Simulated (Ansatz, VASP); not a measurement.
**Pd: VASP beside Ansatz**

The input INCAR:

```
SYSTEM = Pd
PREC = Accurate
ENCUT = 520
EDIFF = 1E-6
ISMEAR = 0
SIGMA = 0.15
LREAL = .FALSE.
LASPH = .TRUE.
NELM = 80
ALGO = Fast
ISIF = 2
LWAVE = .FALSE.
LCHARG = .FALSE.
GGA = PE
NBANDS = 11
```

Contents of KPOINTS:

```
regular mesh
0
G
  20 20 20
  0 0 0
```

File POSCAR:

```
Pd
1.0
    0.0048622500      1.9449000000      1.9449000000
    1.9497622500      0.0000000000      1.9497622500
    1.9449000000      1.9449000000      0.0048622500
Pd
1
Direct
    0.0000000000      0.0000000000      0.0000000000
```

Input for Ansatz:

```yaml
crystal:
  lattice:
    - [0.00486225, 1.9449, 1.9449]
    - [1.94976225, 0.0, 1.94976225]
    - [1.9449, 1.9449, 0.00486225]
  atoms:
    - { symbol: Pd, position: [0.0, 0.0, 0.0] }
basis:
  ecutwfc: 420
kpoints:
  mp_grid: { grid: [20, 20, 20] }
hamiltonian:
  xc: pbe
scf:
  occupations: { method: gaussian, width: 0.15 }
output:
  forces: true
  stress: true
  eigenvalues: true
```

Change from the starting cell: strain +0.0050 x Voigt [0, 0, 0, 0, 1, 0], atoms carried along.

Alike in both runs: task single point; functional PBE; k mesh 20 × 20 × 20; occupations gaussian, width 0.15 eV; no spin polarisation.

|  | VASP | Ansatz |
| --- | --- | --- |
| version | VASP 6.6.1 | Ansatz 0.2.0 |
| potentials or method | VASP PAW PBE potentials, release 64 (Pd), cutoff 520 eV | scalar-relativistic, plane waves, PAW |
| valence electrons in the cell | 10 | 18 |

|  | VASP | Ansatz | Ansatz less VASP |
| --- | --- | --- | --- |
| gap on the k mesh at the Fermi level (eV) | none | none | - |
| pressure (GPa) | 7.4 | 7.7 | +0.31 |
| traceless stress, the component that is largest in VASP (GPa) | -0.40 | -0.40 | -0.002 |

A gap of «none» marks a metal or a gap that the smearing closes. VASP's potentials hold 10 valence electrons a cell and Ansatz's 18, so a difference there can come from the potentials and not from the codes.
